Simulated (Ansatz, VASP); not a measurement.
**Ta2N in VASP and in Ansatz**

```
Ta N
1.0
     3.03192    0.00000    0.00000
    -1.51596    2.62572    0.00000
     0.00000    0.00000    4.74321
Ta N
2 1
Direct
  0.66667 0.33333 0.74529
  0.33333 0.66667 0.25471
  0.00000 0.00000 0.00000
```

Alike in both runs: task single point; functional PBE; k mesh 6 × 6 × 4; occupations methfessel-paxton of order 1, width 0.008 eV; no spin polarisation.

|  | VASP | Ansatz |
| --- | --- | --- |
| version | VASP 6.6.1 | Ansatz 0.2.0 |
| potentials or method | VASP PAW PBE potentials, release 64 (Ta_sv_GW, N), cutoff 600 eV | scalar-relativistic, plane waves, PAW |
| valence electrons in the cell | 31 | 31 |

|  | VASP | Ansatz | Ansatz less VASP |
| --- | --- | --- | --- |
| gap on the k mesh at the Fermi level (eV) | none | none | - |
| pressure (GPa) | 24.8 | 24.7 | -0.04 |
| traceless stress, the component that is largest in VASP (GPa) | 0.08 | 0.14 | +0.057 |
| rms of the force components (eV/Å) | 0.078 | 0.053 | -0.0248 |

Atom by atom the forces differ by 0.025 eV/Å (rms over components). A gap of «none» marks a metal or a gap that the smearing closes.

The k mesh is coarse, so the values compare programs but aren't converged. Spin-orbit coupling is off throughout.
